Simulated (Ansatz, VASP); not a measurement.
## Two plane-wave programs on SnH2

```
Sn H
1.0
     0.00000    3.29206    3.29206
     3.29206    0.00000    3.29206
     3.29206    3.29206    0.00000
Sn H
2 4
Direct
  0.00000 0.00000 0.00000
  0.25000 0.25000 0.25000
  0.62500 0.62500 0.12500
  0.62500 0.12500 0.62500
  0.62500 0.62500 0.62500
  0.12500 0.62500 0.62500
```

Alike in both runs: functional r2SCAN; k mesh 8 × 8 × 8; occupations gaussian, width 0.1 eV; no spin polarisation.

Ansatz relaxed the structure, and its values are those at the end. VASP's run is a single point on that final structure, the one shown.

|  | VASP | Ansatz |
| --- | --- | --- |
| version | VASP 6.6.1 | Ansatz 0.2.0 |
| potentials or method | VASP PAW PBE potentials, release 64 (Sn_d, H), cutoff 520 eV | scalar-relativistic, plane waves, PAW |
| valence electrons in the cell | 32 | 32 |

```tsv
	VASP	Ansatz	Ansatz less VASP
gap on the k mesh at the Fermi level (eV)	none	none	-
pressure (GPa)	0.0	0.1	+0.07
```

VASP's potentials were made for PBE, not for r2SCAN. A gap of «none» marks a metal or a gap that the smearing closes.
